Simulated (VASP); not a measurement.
Here is a VASP 6.6.1 calculation.

The input POSCAR:

```
WSe2
1.0
    3.2710713658      0.0000000000      0.0000000000
   -1.6355356829      2.8328309004      0.0000000000
    0.0000000000      0.0000000000     13.2257468505
W Se
2 4
Direct
    0.6666666667      0.3333333333      0.7500000000
    0.3333333333      0.6666666667      0.2500000000
    0.3333333333      0.6666666667      0.8765890028
    0.6666666667      0.3333333333      0.3765890028
    0.3333333333      0.6666666667      0.6234109972
    0.6666666667      0.3333333333      0.1234109972
```

Contents of INCAR.step1:

```
PREC     = Accurate       # precision mode
ENCUT    = 600            # plane-wave cutoff, eV
ISMEAR   = -1             # smearing method
SIGMA    = 0.03           # smearing width, eV
LREAL    = False          # projectors in reciprocal space
LASPH    = True           # aspherical terms in the spheres
NELM     = 100            # most SCF steps
GGA      = PE             # functional
ALGO     = Normal         # electronic algorithm
EDIFF    = 1E-4           # SCF threshold, eV
LWAVE    = True           # write WAVECAR
LCHARG   = False          # write CHGCAR
```

Contents of INCAR.step2:

```
PREC     = Accurate       # precision mode
ENCUT    = 600            # plane-wave cutoff, eV
EDIFF    = 1E-6           # SCF threshold, eV
ISMEAR   = -1             # smearing method
SIGMA    = 0.03           # smearing width, eV
LREAL    = False          # projectors in reciprocal space
LASPH    = True           # aspherical terms in the spheres
NELM     = 100            # most SCF steps
ALGO     = Normal         # electronic algorithm
ISIF     = 3              # what is computed and relaxed
LWAVE    = False          # write WAVECAR
LCHARG   = False          # write CHGCAR
METAGGA  = R2SCAN         # meta-GGA
LMIXTAU  = True         
LUSE_VDW = True         
IVDW_NL  = 2            
BPARAM   = 11.95        
CPARAM   = 0.0093       
IBRION   = 2              # ionic algorithm
NSW      = 100            # ionic steps
EDIFFG   = -0.01          # ionic threshold
ISTART   = 1
```

File KPOINTS:

```
regular mesh
0
Gamma
  12 12 2
```

Potentials or basis: VASP PAW PBE potentials, release 64 (W_sv, Se).

Launch:

```sh
$ cat potpaw_PBE.64/W_sv/POTCAR potpaw_PBE.64/Se/POTCAR > POTCAR
$ cp INCAR.step1 INCAR
$ mpirun -np 1 vasp_std > vasp.out
$ cp INCAR.step2 INCAR
$ mpirun -np 1 vasp_std > vasp.out
```

Predict the relaxed volume.

20.80 Å³/atom.

Estimate the band gap on the k mesh.

1.15 eV (least direct gap 1.60 eV).

The path:
```csv
step,energy change (eV),largest force (eV/Å),pressure (GPa),volume (Å³)
1,0.0000,0.1124,2.28,122.55
2,0.0226,0.5229,-3.78,127.78
3,-0.0170,0.1487,-0.25,124.59
4,-0.0214,0.0553,0.07,124.87
5,-0.0220,0.0035,-0.01,124.80
```

Caveat: the PAW data sets were made with another functional, which shifts forces and pressure a little; spin-orbit coupling is left out, which moves the levels of the heavy elements. A k mesh can miss the band edges.
